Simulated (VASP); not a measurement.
The system is Te2Mo.

```
Te Mo
1.0
     6.28752    0.00000    0.00000
     0.00000    3.44572    0.00000
    -0.94044    0.00000   13.73482
Te Mo
8 4
Direct
  0.94370 0.75000 0.60450
  0.05630 0.25000 0.39550
  0.90300 0.25000 0.85140
  0.09700 0.75000 0.14860
  0.41120 0.75000 0.89550
  0.58880 0.25000 0.10450
  0.44320 0.25000 0.64840
  0.55680 0.75000 0.35160
  0.81670 0.75000 0.99260
  0.18330 0.25000 0.00740
  0.68190 0.25000 0.49340
  0.31810 0.75000 0.50660
```

Program: VASP 6.6.1. Alike in all runs: task single point; potentials or basis VASP PAW PBE potentials, release 64 (Te, Mo_sv); no spin polarisation; cell as given; k mesh 4 × 8 × 2; cutoff (eV) 520; smearing fermi-dirac 0.05 eV.

Task: Order these runs on this cell by their pressure, lowest first.
A. level BLYP
B. level PBE
C. level PBE exchange alone

Result: B (4.7 GPa), A (11.4 GPa), C (19.1 GPa).

Caveats: the cell stands under pressure; the PAW data sets were made with another functional, which shifts forces and pressure a little (at least some runs).
